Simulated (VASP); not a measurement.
Runs of VASP 6.6.1 on HgTe (Coloradoite). The structure is that of space group F-43m (No. 216), or close to it. The cells are those of the table. 

| level | potentials or basis | spin | cell | k mesh | grid for exact exchange (PRECFOCK) | gap on the mesh (eV) | pressure (GPa) |
| --- | --- | --- | --- | --- | --- | --- | --- |
| r2SCAN+D4 | VASP PAW PBE potentials, release 64 (Hg, Te) | off | a = 4.635 Å, angles 60.0°, 2 atoms | 7 × 7 × 7 | - | none | -0.1 |
| LDA | VASP PAW LDA potentials, release 64 (Hg, Te) | off | a = 4.576 Å, angles 60.0°, 2 atoms | 7 × 7 × 7 | - | none | -0.5 |
| PBE | VASP PAW PBE potentials, release 64 (Hg, Te) | off | a = 4.456, b = 4.456, c = 4.364 Å, angles 60.7, 60.7, 58.6°, 2 atoms | 6 × 6 × 6 | - | none | 10.3 |
| PBEsol+D3(BJ) | VASP PAW PBE potentials, release 64 (Hg, Te) | off | a = 4.453 Å, angles 60.0°, 2 atoms | 7 × 7 × 7 | - | none | 3.7 |
| PBE | VASP PAW PBE potentials, release 64 (Hg, Te) | off | a = 4.501, b = 4.501, c = 4.455 Å, angles 60.3, 60.3, 59.3°, 2 atoms | 6 × 6 × 6 | - | none | 7.2 |
| PBE | VASP PAW PBE potentials, release 64 (Hg, Te) | off | a = 4.281 Å, angles 60.0°, 2 atoms | 7 × 7 × 7 | - | none | (b) |
| RPBE | VASP PAW PBE potentials, release 64 (Hg, Te) | off | a = 4.779 Å, angles 60.0°, 2 atoms | 7 × 7 × 7 | - | none | (c) |
| PBE exchange alone | VASP PAW PBE potentials, release 64 (Hg, Te) | off | a = 4.606 Å, angles 60.0°, 2 atoms | 7 × 7 × 7 | - | none | 10.1 |
| LDA | VASP PAW LDA potentials, release 64 (Hg, Te) | non-collinear, zero start, SOC | a = 4.546 Å, angles 60.0°, 2 atoms | 5 × 5 × 5 | - | - | 0.3 |
| LDA | VASP PAW LDA potentials, release 64 (Hg, Te) | off | a = 4.515 Å, angles 60.0°, 2 atoms | 7 × 7 × 7 | - | none | (d) |
| revPBE | VASP PAW PBE potentials, release 64 (Hg, Te) | off | a = 4.576 Å, angles 60.0°, 2 atoms | 7 × 7 × 7 | - | none | 4.8 |
| HF | VASP PAW PBE potentials, release 64 (Hg, Te) | off | a = 4.546 Å, angles 60.0°, 2 atoms | 4 × 4 × 4 | Normal | (a) | 5.1 |

Alike in all rows: task single point; cutoff (eV) 520; smearing fermi-dirac 0.05 eV.

**Question.** Estimate the missing entries.

**Answer.** (a) 5.04; (b) 20.2; (c) 0.0; (d) 1.5.

Caveats: some runs use coarse meshes; spin-orbit coupling is left out, which moves the levels of the heavy elements (some runs); the PAW data sets were made with another functional, which shifts forces and pressure a little (some runs); pairwise dispersion overbinds metals, which lowers pressure and volume (some runs).

A k mesh can miss the band edges, and rows without SOC leave out spin-orbit coupling on Hg, Te.

A gap of «none» marks levels without a gap at the run's occupations.
